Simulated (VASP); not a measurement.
# Cu (Pm-3m) in VASP: notebook, part 2 of 2

VASP 6.6.1. The steps go on from the part before.

## Step 4: Relaxation of cell and atoms, PBEsol, target pressure 40 GPa, at which the enthalpy is minimised

INCAR reads:

```
SYSTEM = Cu
PREC = Accurate
ENCUT = 600
EDIFF = 1E-7
ISMEAR = -1
SIGMA = 0.1
LREAL = .False.
LASPH = .True.
NELM = 60
ALGO = Normal
ISIF = 3
LWAVE = .False.
LCHARG = .False.
GGA = PS
IBRION = 2
NSW = 50
EDIFFG = -0.03
PSTRESS = 400.0
```

KPOINTS reads:

```
Automatic mesh
0
Gamma
  10 10 10
  0 0 0
```

POSCAR reads:

```
Cu
1.0
    2.3500000000      0.0000000000      0.0000000000
    0.0000000000      2.3500000000      0.0000000000
    0.0000000000      0.0000000000      2.3500000000
Cu
1
Direct
    0.0000000000      0.0000000000      0.0000000000
```

Potentials or basis: VASP PAW PBE potentials, release 64 (Cu).

Command:

```
$ cat potpaw_PBE.64/Cu/POTCAR > POTCAR
$ mpirun -np 1 vasp_std > vasp.out
```

OUTCAR:

```text
SYSTEM = Cu
   PREC = Accurate
   ENCUT = 600
   EDIFF = 1E-7
   ISMEAR = -1
   LREAL = .False.
   LASPH = .True.
   NELM = 60
   ISIF = 3
   GGA = PS
   IBRION = 2
   NSW = 50
   EDIFFG = -0.03
   PSTRESS = 400.0

 ion  position               nearest neighbor table
   1  0.000  0.000  0.000-

  LATTYP: Found a simple cubic cell.
 ALAT       =     2.3500000000

  Lattice vectors:

 A1 = (   2.3500000000,   0.0000000000,   0.0000000000)
 A2 = (   0.0000000000,   2.3500000000,   0.0000000000)
 A3 = (   0.0000000000,   0.0000000000,   2.3500000000)

Analysis of symmetry for initial positions (statically):
=====================================================================
 Subroutine PRICEL returns:
 Original cell was already a primitive cell.

 Routine SETGRP: Setting up the symmetry group for a
 simple cubic supercell.

 Subroutine GETGRP returns: Found 48 space group operations
 (whereof 48 operations were pure point group operations)
 out of a pool of 48 trial point group operations.

The static configuration has the point symmetry O_h .

Analysis of symmetry for dynamics (positions and initial velocities):
=====================================================================
 Subroutine PRICEL returns:
 Original cell was already a primitive cell.

 Routine SETGRP: Setting up the symmetry group for a
 simple cubic supercell.
[... 159 lines left out ...]
  -------------------------------------------------------------------------------------
  Total        0.1653533      0.1653533      0.1653533      0.0000000      0.0000000     -0.0000000
  in kB       20.4136112     20.4136112     20.4136112      0.0000000      0.0000000     -0.0000000
  external PRESSURE =    -379.5863888 kB  Pullay stress =     400.0000000 kB
[... 24 lines left out ...]
--------------------------------------- Ionic step        2  -------------------------------------------

 number of electron      10.9999993 magnetization

 E-fermi :  13.3209     XC(G=0): -15.2429

 val. band max:       13.0444754893   @ k =   0.3000   0.3000   0.2000
 cond. band min:      13.3375747734   @ k =   0.4000   0.3000   0.0000
 fundamental gap:      0.2930992841
 Fermi energy:        13.3208950165

 k-point     1 :       0.0000    0.0000    0.0000
  band No.  band energies     occupation
      1       0.7538      2.00000
      2       6.0848      2.00000
      3       6.0848      2.00000
      4      11.6936      2.00000
      5      11.6936      2.00000
      6      11.6936      2.00000
      7      37.4743      0.00000
      8      37.4743      0.00000
      9      37.4743      0.00000
[... 386 lines left out ...]
--------------------------------------- Ionic step        5  -------------------------------------------

 number of electron      11.0000009 magnetization

 Free energy of the ion-electron system (eV)
  ---------------------------------------------------
  ext. energy  EPLUGINS =         0.00000000
  ---------------------------------------------------
  free energy    TOTEN  =        -3.54448498 eV

  energy without entropy =       -3.53846867  energy(sigma->0) =       -3.54147682

 E-fermi :   8.4646     XC(G=0): -13.3553

 val. band max:        8.0556392991   @ k =   0.5000   0.1000   0.1000
 cond. band min:       8.4881196568   @ k =   0.4000   0.3000   0.0000
 fundamental gap:      0.4324803576
 Fermi energy:         8.4645829913

 k-point     1 :       0.0000    0.0000    0.0000
  band No.  band energies     occupation
      1      -1.4342      2.00000
      2       3.4008      2.00000
      3       3.4008      2.00000
      4       7.0428      2.00000
      5       7.0428      2.00000
      6       7.0428      2.00000
      7      28.8537      0.00000
      8      28.8537      0.00000
      9      28.8537      0.00000
[... 308 lines left out ...]
  energy  without entropy=       -3.5384686685  energy(sigma->0) =       -3.54147682

  enthalpy is  TOTEN    =        -0.8502960036 eV   P V=        2.6941889777

 reached required accuracy - stopping structural energy minimisation
```

It took 40 s on 1 thread of Intel Xeon 8259CL, shared host; peak memory 0.14 GiB.

Results:

| Item | Value |
| --- | --- |
| Free energy | -3.5445 eV |
| Relaxed volume | 10.79 Å³/atom |
| Relaxed cell | a = 2.210 Å, b = 2.210 Å, c = 2.210 Å, α = 90.00°, β = 90.00°, γ = 90.00° |
| Space group after relaxing (to 0.05 Å) | Pm-3m (No. 221) |
| Energy change on relaxing (the enthalpy is what falls) | +244.0 meV/atom |
| Ionic steps | 5 |
| Pressure after relaxing | 40.0 GPa |

The path:
```tsv
step	energy change (eV)	largest force (eV/Å)	pressure (GPa)	volume (Å³)
1	0.0000	0.0000	2.04	12.98
2	2.0391	0.0000	205.05	8.02
3	0.2041	0.0000	35.51	10.96
4	0.2310	0.0000	38.56	10.84
5	0.2440	0.0000	40.02	10.79
```

Final structure:
```yaml
crystal:
  lattice:
    - [2.20983, 0.00000, 0.00000]
    - [0.00000, 2.20983, 0.00000]
    - [0.00000, 0.00000, 2.20983]
  atoms:
    - { symbol: Cu, position: [0.00000, 0.00000, 0.00000] }
```

Levels at points of the mesh, in eV from the Fermi level:
| k point | band 3 | band 4 | band 5 | band 6 | band 7 | band 8 |
| --- | --- | --- | --- | --- | --- | --- |
| (0.00, 0.00, 0.00) | -5.06 | -1.42 | -1.42 | -1.42 | 20.39 | 20.39 |
| (0.50, 0.00, 0.00) | -2.57 | -2.57 | -2.30 | -1.32 | 2.99 | 25.67 |
| (0.50, 0.50, 0.00) | -2.34 | -2.34 | -0.65 | 4.66 | 4.66 | 11.21 |
| (0.50, 0.50, 0.50) | -4.66 | -0.59 | -0.59 | 12.01 | 12.01 | 12.01 |

Caveat: the cell is relaxed towards a set pressure, so the enthalpy falls and the energy may rise; the volume moved by over 15 % at a fixed basis, so the end points are rough; the PAW data sets were made with another functional, which shifts forces and pressure a little.

## Step 5: Relaxation of cell and atoms, PBEsol, target pressure 60 GPa, at which the enthalpy is minimised

INCAR reads:

```
SYSTEM = Cu
  PREC = Accurate
  ENCUT = 600
  EDIFF = 1E-6
  ISMEAR = -1
  SIGMA = 0.1
  LREAL = .False.
  LASPH = .True.
  NELM = 60
  ALGO = Normal
  ISIF = 3
  LWAVE = .False.
  LCHARG = .False.
  GGA = PS
  IBRION = 2
  NSW = 50
  EDIFFG = -0.03
  PSTRESS = 600.0
```

KPOINTS reads:

```
regular mesh
0
Gamma
  10 10 10
  0 0 0
```

POSCAR is that of step 4.

Potentials or basis: VASP PAW PBE potentials, release 64 (Cu).

Command:

```
$ cat potpaw_PBE.64/Cu/POTCAR > POTCAR
$ mpirun -np 1 vasp_std > vasp.out
```

OUTCAR:

```text
SYSTEM = Cu
   PREC = Accurate
   ENCUT = 600
   EDIFF = 1E-6
   ISMEAR = -1
   LREAL = .False.
   LASPH = .True.
   NELM = 60
   ISIF = 3
   GGA = PS
   IBRION = 2
   NSW = 50
   EDIFFG = -0.03
   PSTRESS = 600.0

 ion  position               nearest neighbor table
   1  0.000  0.000  0.000-

  LATTYP: Found a simple cubic cell.
 ALAT       =     2.3500000000

  Lattice vectors:

 A1 = (   2.3500000000,   0.0000000000,   0.0000000000)
 A2 = (   0.0000000000,   2.3500000000,   0.0000000000)
 A3 = (   0.0000000000,   0.0000000000,   2.3500000000)

Analysis of symmetry for initial positions (statically):
=====================================================================
 Subroutine PRICEL returns:
 Original cell was already a primitive cell.

 Routine SETGRP: Setting up the symmetry group for a
 simple cubic supercell.

 Subroutine GETGRP returns: Found 48 space group operations
 (whereof 48 operations were pure point group operations)
 out of a pool of 48 trial point group operations.

The static configuration has the point symmetry O_h .

Analysis of symmetry for dynamics (positions and initial velocities):
=====================================================================
 Subroutine PRICEL returns:
 Original cell was already a primitive cell.

 Routine SETGRP: Setting up the symmetry group for a
 simple cubic supercell.

 Subroutine GETGRP returns: Found 48 space group operations
 (whereof 48 operations were pure point group operations)
 out of a pool of 48 trial point group operations.

The dynamic configuration has the point symmetry O_h .

 Subroutine INISYM returns: Found 48 space group operations
 (whereof 48 operations are pure point group operations),
 and found     1 'primitive' translations

----------------------------------------------------------------------------------------

                                     Primitive cell

  volume of cell :      12.9779

  direct lattice vectors                    reciprocal lattice vectors
     2.350000000  0.000000000  0.000000000     0.425531915  0.000000000  0.000000000
     0.000000000  2.350000000  0.000000000     0.000000000  0.425531915  0.000000000
     0.000000000  0.000000000  2.350000000     0.000000000  0.000000000  0.425531915

  length of vectors
     2.350000000  2.350000000  2.350000000     0.425531915  0.425531915  0.425531915

  position of ions in fractional coordinates (direct lattice)
     0.000000000  0.000000000  0.000000000

  ion indices of the primitive-cell ions
   primitive index   ion index
                 1           1

----------------------------------------------------------------------------------------

 KPOINTS: regular mesh

Automatic generation of k-mesh.
 Grid dimensions read from file:
 generate k-points for:   10   10   10

 Generating k-lattice:

  Cartesian coordinates                     Fractional coordinates (reciprocal lattice)
     0.042553191  0.000000000  0.000000000     0.100000000  0.000000000  0.000000000
     0.000000000  0.042553191  0.000000000     0.000000000  0.100000000  0.000000000
     0.000000000  0.000000000  0.042553191     0.000000000  0.000000000  0.100000000

  Length of vectors
     0.042553191  0.042553191  0.042553191

  Shift w.r.t. Gamma in fractional coordinates (k-lattice)
     0.000000000  0.000000000  0.000000000

 Subroutine IBZKPT returns following result:
 ===========================================

 Found     56 irreducible k-points:

 Following reciprocal coordinates:
            Coordinates               Weight
  0.000000  0.000000  0.000000      1.000000
  0.100000  0.000000  0.000000      6.000000
  0.200000  0.000000  0.000000      6.000000
  0.300000  0.000000  0.000000      6.000000
  0.400000  0.000000  0.000000      6.000000
  0.500000  0.000000  0.000000      3.000000
[... 16 lines left out ...]
  0.200000  0.100000  0.100000     24.000000
  0.300000  0.100000  0.100000     24.000000
 [... further k-points ...]
   k-points           NKPTS =     56   k-points in BZ     NKDIM =     56   number of bands    NBANDS=      9
   number of dos      NEDOS =    301   number of ions     NIONS =      1
   total plane-waves  NPLWV =   8000
   dimension x,y,z NGX =    20 NGY =   20 NGZ =   20
   dimension x,y,z NGXF=    40 NGYF=   40 NGZF=   40
   ions per type =               1
   NGX,Y,Z   is equivalent  to a cutoff of  14.15, 14.15, 14.15 a.u.
   NGXF,Y,Z  is equivalent  to a cutoff of  28.30, 28.30, 28.30 a.u.
 SYSTEM =  Cu
   PREC   = accura    normal or accurate (medium, high low for compatibility)
   ISTART =      0    job   : 0-new  1-cont  2-samecut
   ICHARG =      2    charge: 1-file 2-atom 10-const
   ISPIN  =      1    spin polarized calculation?
   LNONCOLLINEAR =      F non collinear calculations
   LSORBIT =      F    spin-orbit coupling
   LASPH  =      T    aspherical Exc in radial PAW
   ENCUT  =  600.0 eV  44.10 Ry    6.64 a.u.   4.69  4.69  4.69*2*pi/ulx,y,z
   NELM   =     60;   NELMIN=  2; NELMDL= -5     # of ELM steps
   EDIFF  = 0.1E-05   stopping-criterion for ELM
   LREAL  =      F    real-space projection
   EDIFFG = -.3E-01   stopping-criterion for IOM
   NSW    =     50    number of steps for IOM
   IBRION =      2    ionic relax: 0-MD 1-quasi-New 2-CG
   NFREE  =      1    steps in history (QN), initial steepest desc. (CG)
   ISIF   =      3    stress and relaxation
   ISYM   =      2    0-nonsym 1-usesym 2-fastsym
   POTIM  = 0.5000    time-step for ionic-motion
   TEBEG  =    0.0;   TEEND  =   0.0 temperature during run
   PSTRESS=  600.0 pullay stress
   NELECT =      11.0000    total number of electrons
   NUPDOWN=      -1.0000    fix difference up-down
   EMIN   =  10.00;   EMAX   =-10.00  energy-range for DOS
   EFERMI =   0.00;   METHOD = LEGACY
   ISMEAR =    -1;   SIGMA  =   0.10  broadening in eV -4-tet -1-fermi 0-gaus
   EFERMI_NEDOS =   21; number of points for ismear=-14 and -15
   IALGO  =     38    algorithm
   IMIX   =      4    mixing-type and parameters
     AMIX     =   0.40;   BMIX     =  1.00
     AMIX_MAG =   1.60;   BMIX_MAG =  1.00
  volume/ion in A,a.u.               =      12.98        87.58
  Fermi-wavevector in a.u.,A,eV,Ry     =   1.549308  2.927768 32.658831  2.400356
  Thomas-Fermi vector in A             =   2.654134
   LORBIT       =      0    0 simple, 1 ext, 2 COOP (PROOUT), +10 PAW based schemes
   GGA     = PS    functional components
   LHFCALC =     F    Hartree Fock is set to
   AEXX    =    0.0000 exact exchange contribution
   IVDW    =     0    specifies the selected vdW correction
   LEPSILON=     F    determine dielectric tensor
   LRPA    =     F    only Hartree local field effects (RPA)
 conjugate gradient relaxation of ions
 non-spin polarized calculation
  energy-cutoff  :      600.00
  volume of cell :       12.98
 maximum number of plane-waves:       461
 NGX is ok and might be reduce to    20
   NGX =  9   NGY =  9   NGZ =  9

--------------------------------------- Ionic step        1  -------------------------------------------

 number of electron      10.9999999 magnetization

 Free energy of the ion-electron system (eV)
  ---------------------------------------------------
  ext. energy  EPLUGINS =         0.00000000
  ---------------------------------------------------
  free energy    TOTEN  =        -3.78853448 eV

  energy without entropy =       -3.78037845  energy(sigma->0) =       -3.78445646

------------------------ aborting loop because EDIFF is reached ----------------------------------------

  FORCE on cell =-STRESS in cart. coord.  units (eV):
  Direction    XX          YY          ZZ          XY          YZ          ZX
  --------------------------------------------------------------------------------------
  -------------------------------------------------------------------------------------
  Total        0.1643947      0.1643947      0.1643947      0.0000000      0.0000000      0.0000000
  in kB       20.2952694     20.2952694     20.2952694      0.0000000      0.0000000      0.0000000
  external PRESSURE =    -579.7047306 kB  Pullay stress =     600.0000000 kB
[... 24 lines left out ...]
--------------------------------------- Ionic step        2  -------------------------------------------

 number of electron      10.9999997 magnetization

 E-fermi :  19.9496     XC(G=0): -17.2932

 val. band max:       19.9144878308   @ k =   0.4000   0.3000   0.0000
 cond. band min:      20.8024090866   @ k =   0.4000   0.2000   0.2000
 fundamental gap:      0.8879212558
 Fermi energy:        19.9495731716

 k-point     1 :       0.0000    0.0000    0.0000
  band No.  band energies     occupation
      1       4.1366      2.00000
      2       9.4478      2.00000
      3       9.4478      2.00000
      4      17.8754      2.00000
      5      17.8754      2.00000
      6      17.8754      2.00000
      7      47.9116      0.00000
      8      47.9116      0.00000
      9      47.9116      0.00000
[... 460 lines left out ...]
--------------------------------------- Ionic step        7  -------------------------------------------

 number of electron      11.0000004 magnetization

 Free energy of the ion-electron system (eV)
  ---------------------------------------------------
  ext. energy  EPLUGINS =         0.00000000
  ---------------------------------------------------
  free energy    TOTEN  =        -3.36134533 eV

  energy without entropy =       -3.35559705  energy(sigma->0) =       -3.35847119

 E-fermi :   9.2782     XC(G=0): -13.7007

 val. band max:        8.8676397634   @ k =   0.3000   0.3000   0.2000
 cond. band min:       9.2964075536   @ k =   0.4000   0.3000   0.0000
 fundamental gap:      0.4287677903
 Fermi energy:         9.2781685362

 k-point     1 :       0.0000    0.0000    0.0000
  band No.  band energies     occupation
      1      -1.0901      2.00000
      2       3.8621      2.00000
      3       3.8621      2.00000
      4       7.8204      2.00000
      5       7.8204      2.00000
      6       7.8204      2.00000
      7      30.3571      0.00000
      8      30.3571      0.00000
      9      30.3571      0.00000
[... 308 lines left out ...]
  energy  without entropy=       -3.3555970474  energy(sigma->0) =       -3.35847119

  enthalpy is  TOTEN    =         0.4562325849 eV   P V=        3.8175779107

 reached required accuracy - stopping structural energy minimisation
```

CONTCAR:

```text
Cu
   1.00000000000000
     2.1682819126447090    0.0000000000000000   -0.0000000000000000
     0.0000000000000000    2.1682819126447090   -0.0000000000000000
    -0.0000000000000000    0.0000000000000000    2.1682819126447090
  Cu
     1
Direct
     1.0000000000000000    0.0000000000000000    0.0000000000000000

  0.00000000E+00  0.00000000E+00  0.00000000E+00
```

Wall time 46 s (1 thread of Intel Xeon 8259CL, shared host); peak memory 0.14 GiB.

Results:

```yaml
Free_energy: -3.3613 eV
Relaxed_volume: 10.19 Å³/atom
Relaxed_cell: a = 2.168 Å, b = 2.168 Å, c = 2.168 Å, α = 90.00°, β = 90.00°, γ = 90.00°
Space_group_after_relaxing_to_0.05_Å: Pm-3m (No. 221)
Energy_change_on_relaxing_the_enthalpy_is_what_falls: +427.2 meV/atom
Ionic_steps: 7
Pressure_after_relaxing: 59.7 GPa
```

Step by step:
| step | energy change (eV) | largest force (eV/Å) | pressure (GPa) | volume (Å³) |
| --- | --- | --- | --- | --- |
| 1 | 0.0000 | 0.0000 | 2.03 | 12.98 |
| 2 | 6.8570 | 0.0000 | 654.26 | 6.01 |
| 3 | 0.3011 | 0.0000 | 46.91 | 10.58 |
| 4 | 0.3636 | 0.0000 | 52.73 | 10.38 |
| 5 | 0.4466 | 0.0000 | 61.08 | 10.14 |
| 6 | 0.4270 | 0.0000 | 59.29 | 10.19 |
| 7 | 0.4272 | 0.0000 | 59.67 | 10.19 |

Final structure:
```
Cu
1.0
     2.16828    0.00000    0.00000
     0.00000    2.16828    0.00000
     0.00000    0.00000    2.16828
Cu
1
Direct
  0.00000 0.00000 0.00000
```

Levels at points of the mesh, in eV from the Fermi level:
| k point | band 1 | band 2 | band 3 | band 4 | band 5 | band 6 | band 7 | band 8 | band 9 |
| --- | --- | --- | --- | --- | --- | --- | --- | --- | --- |
| (0.00, 0.00, 0.00) | -10.37 | -5.42 | -5.42 | -1.46 | -1.46 | -1.46 | 21.08 | 21.08 | 21.08 |
| (0.50, 0.00, 0.00) | -5.69 | -4.90 | -2.71 | -2.71 | -2.54 | -1.35 | 3.26 | 26.19 | 29.08 |
| (0.50, 0.50, 0.00) | -6.14 | -4.45 | -2.46 | -2.46 | -0.62 | 4.77 | 4.77 | 11.53 | 12.37 |
| (0.50, 0.50, 0.50) | -5.01 | -5.01 | -5.01 | -0.55 | -0.55 | 12.54 | 12.54 | 12.54 | 14.10 |

Caveat: the cell is relaxed towards a set pressure, so the enthalpy falls and the energy may rise; the volume moved by over 15 % at a fixed basis, so the end points are rough; the PAW data sets were made with another functional, which shifts forces and pressure a little.

## Step 6: Summary

```csv
cell,gap on the mesh (eV),pressure (GPa)
relaxed,none,0.0
relaxed to 20 GPa,none,19.9
relaxed to 40 GPa,none,40.0
relaxed to 60 GPa,none,59.7
```

Alike in all rows: task relaxation of cell and atoms; level PBEsol; potentials or basis VASP PAW PBE potentials, release 64 (Cu); no spin polarisation; k mesh 10 × 10 × 10; cutoff (eV) 600; smearing fermi-dirac 0.1 eV.

Caveats: the PAW data sets were made with another functional, which shifts forces and pressure a little; the cell is relaxed towards a set pressure, so the enthalpy falls and the energy may rise (some runs); the volume moved by over 15 % at a fixed basis, so the end points are rough (some runs).

Absolute energies hang on the potentials; compare differences alone.
